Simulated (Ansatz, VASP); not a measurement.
ZnS in VASP and in Ansatz

```
Zn S
1.0
     2.69452    2.69452    0.00000
    -2.69452    2.69452    0.00000
     0.00000    2.69452    2.69452
Zn S
1 1
Direct
  0.75000 0.25000 0.50000
  0.00000 0.00000 0.00000
```

Alike in both runs: functional r2SCAN; k mesh 12 × 12 × 12; occupations fermi-dirac, width 0.08 eV; no spin polarisation.

Ansatz relaxed the structure, and its values are those at the end. VASP's run is a single point on that final structure, the one shown.

|  | VASP | Ansatz |
| --- | --- | --- |
| version | VASP 6.6.1 | Ansatz 0.2.0 |
| potentials or method | VASP PAW PBE potentials, release 64 (Zn, S) | PAW with Ansatz's default frozen-core files, scalar-relativistic |
| plane-wave cutoff (eV) | 520 | 500 |
| valence electrons in the cell | 18 | 18 |

```tsv
	VASP	Ansatz	Ansatz less VASP
pressure (GPa)	0.0	0.0	0.00
```

VASP's potentials were made for PBE, not for r2SCAN. With one functional, cell and mesh, what is left measures potentials, basis and numerics.
